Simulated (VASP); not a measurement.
Here is a VASP 6.6.1 calculation.

INCAR

```
PREC     = Accurate       # precision mode
ENCUT    = 400            # plane-wave cutoff, eV
EDIFF    = 1E-6           # SCF threshold, eV
ISMEAR   = -1             # smearing method
SIGMA    = 0.1            # smearing width, eV
LREAL    = F              # projectors in reciprocal space
LASPH    = T              # aspherical terms in the spheres
NELM     = 120            # most SCF steps
ALGO     = Normal         # electronic algorithm
ISIF     = 2              # what is computed and relaxed
LWAVE    = F              # write WAVECAR
LCHARG   = F              # write CHGCAR
GGA      = PS             # functional
NBANDS   = 201            # bands
GGA_COMPAT= F
```

KPOINTS

```
regular mesh
0
Gamma
  3 3 3
```

File POSCAR:

```
W
1.0
   -4.7554733403      4.7554733403      4.7554733403
    4.7554733403     -4.7554733403      4.7554733403
    4.7554733403      4.7554733403     -4.7554733403
W
26
Direct
    0.0000000000      0.0000000000      0.3333333333
    0.0000000000      0.0000000000      0.6666666667
    0.0000000000      0.3333333333      0.0000000000
    0.0000000000      0.3333333333      0.3333333333
    0.0000000000      0.3333333333      0.6666666667
    0.0000000000      0.6666666667      0.0000000000
    0.0000000000      0.6666666667      0.3333333333
    0.0000000000      0.6666666667      0.6666666667
    0.3333333333      0.0000000000      0.0000000000
    0.3333333333      0.0000000000      0.3333333333
    0.3333333333      0.0000000000      0.6666666667
    0.3333333333      0.3333333333      0.0000000000
    0.3333333333      0.3333333333      0.3333333333
    0.3333333333      0.3333333333      0.6666666667
    0.3333333333      0.6666666667      0.0000000000
    0.3333333333      0.6666666667      0.3333333333
    0.3333333333      0.6666666667      0.6666666667
    0.6666666667      0.0000000000      0.0000000000
    0.6666666667      0.0000000000      0.3333333333
    0.6666666667      0.0000000000      0.6666666667
    0.6666666667      0.3333333333      0.0000000000
    0.6666666667      0.3333333333      0.3333333333
    0.6666666667      0.3333333333      0.6666666667
    0.6666666667      0.6666666667      0.0000000000
    0.6666666667      0.6666666667      0.3333333333
    0.6666666667      0.6666666667      0.6666666667
```

Potentials or basis: VASP PAW PBE potentials, release 64 (W_sv).

Launch:

```console
$ cat potpaw_PBE.64/W_sv/POTCAR > POTCAR
$ mpirun -np 1 vasp_std > vasp.out
```

Problem. Estimate the pressure.

Solution. -8.1 GPa.

Problem. Predict the band gap on the k mesh.

Solution. Zero (bands 182 and 183 overlap by 1.69 eV).

Problem. Estimate the largest force.

Solution. 0.231 eV/Å.

Forces on the atoms (eV/Å):
```
W   -0.070 -0.070  0.070
W    0.070  0.070 -0.070
W   -0.070  0.070 -0.070
W   -0.231  0.000  0.000
W    0.000  0.158 -0.158
W    0.070 -0.070  0.070
W    0.000 -0.158  0.158
W    0.231  0.000  0.000
W    0.070 -0.070 -0.070
W    0.000 -0.231  0.000
W    0.158  0.000 -0.158
W    0.000  0.000 -0.231
W   -0.070 -0.070 -0.070
W   -0.158 -0.158  0.000
W    0.158 -0.158  0.000
W   -0.158  0.000 -0.158
W    0.000  0.158  0.158
W   -0.070  0.070  0.070
W   -0.158  0.000  0.158
W    0.000  0.231  0.000
W   -0.158  0.158  0.000
W    0.000 -0.158 -0.158
W    0.158  0.000  0.158
W    0.000  0.000  0.231
W    0.158  0.158  0.000
W    0.070  0.070  0.070
```

Caveat: the PAW data sets were made with another functional, which shifts forces and pressure a little; spin-orbit coupling is left out, which moves the levels of the heavy elements.
